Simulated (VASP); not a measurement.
A run of VASP 6.6.1 is set up as follows.

Contents of INCAR:

```
PREC = Accurate
ENCUT = 520
EDIFF = 1E-7
ISMEAR = 0
SIGMA = 0.05
LREAL = Auto
LASPH = True
NELM = 100
ALGO = Normal
ISIF = 2
LWAVE = False
LCHARG = False
GGA = PE
IVDW = 12
NBANDS = 100
NELECT = 170.0
```

File KPOINTS:

```
Automatic mesh
0
Gamma
  4 4 4
```

The input POSCAR:

```
Hf7S16
1.0
   -5.4095179643      3.1231866529      5.7701087873
    5.4095179643     -3.1231866529      5.7701087873
    3.6063453096      6.2463733058     -5.7701087873
Hf S
7 16
Direct
    0.0126036669     -0.0033665748      0.0059448417
    0.4933411747      0.5093114164      0.0059448417
    0.8750000000      0.3750000000      0.2500000000
    0.7373963331      0.7533665748      0.4940551583
    0.2566588253      0.2406885836      0.4940551583
    0.1312876227      0.6312876227      0.7625752453
    0.6187123773      0.1187123773      0.7374247547
    0.4228091648      0.5746858626      0.2500000000
    0.9147483944      0.0822965537      0.2500000000
    0.2910792127      0.9680692967      0.5119366585
    0.7944586355      0.4579683501      0.4996491967
    0.6650586066      0.8324565052      0.7490390866
    0.1660195200      0.3334174186      0.7509609134
    0.0291425542      0.7061326382     -0.0119366585
    0.5448094388      0.2083191534      0.0003508033
    0.3271908352      0.1753141374      0.2500000000
    0.8352516056      0.6677034463      0.2500000000
    0.2051905612      0.5416808466      0.4996491967
    0.7208574458      0.0438673618      0.5119366585
    0.5839804800      0.4165825814      0.7490390866
    0.0849413934      0.9175434948      0.7509609134
    0.9555413645      0.2920316499      0.0003508033
    0.4589207873      0.7819307033     -0.0119366585
```

Potentials or basis: VASP PAW PBE potentials, release 64 (Hf_pv, S).

Run with:

```bash
$ cat potpaw_PBE.64/Hf_pv/POTCAR potpaw_PBE.64/S/POTCAR > POTCAR
$ mpirun -np 1 vasp_std > vasp.out
```

Question: Estimate the largest force.

Answer: 0.061 eV/Å.

Question: Estimate the dispersion energy per atom.

Answer: -0.321 eV.

Forces on the atoms (eV/Å):
```
Hf  -0.007  0.009 -0.003
Hf   0.011 -0.002  0.003
Hf   0.000  0.000  0.000
Hf   0.007 -0.009  0.003
Hf  -0.011  0.002 -0.003
Hf   0.002  0.003  0.000
Hf  -0.002 -0.003  0.000
S   -0.029  0.017  0.051
S   -0.002  0.001  0.058
S    0.028  0.014  0.052
S   -0.010 -0.003  0.055
S   -0.004 -0.004  0.054
S    0.001  0.006  0.054
S    0.002 -0.032  0.052
S   -0.003  0.010  0.055
S    0.029 -0.017 -0.051
S    0.002 -0.001 -0.058
S    0.003 -0.010 -0.055
S   -0.002  0.032 -0.052
S   -0.001 -0.006 -0.054
S    0.004  0.004 -0.054
S    0.010  0.003 -0.055
S   -0.028 -0.014 -0.052
```

Caveat: the cell carries a net charge on a neutralising background, which shifts energy and pressure; the cell differs from its parent crystal (atoms taken out, then relaxed in part).
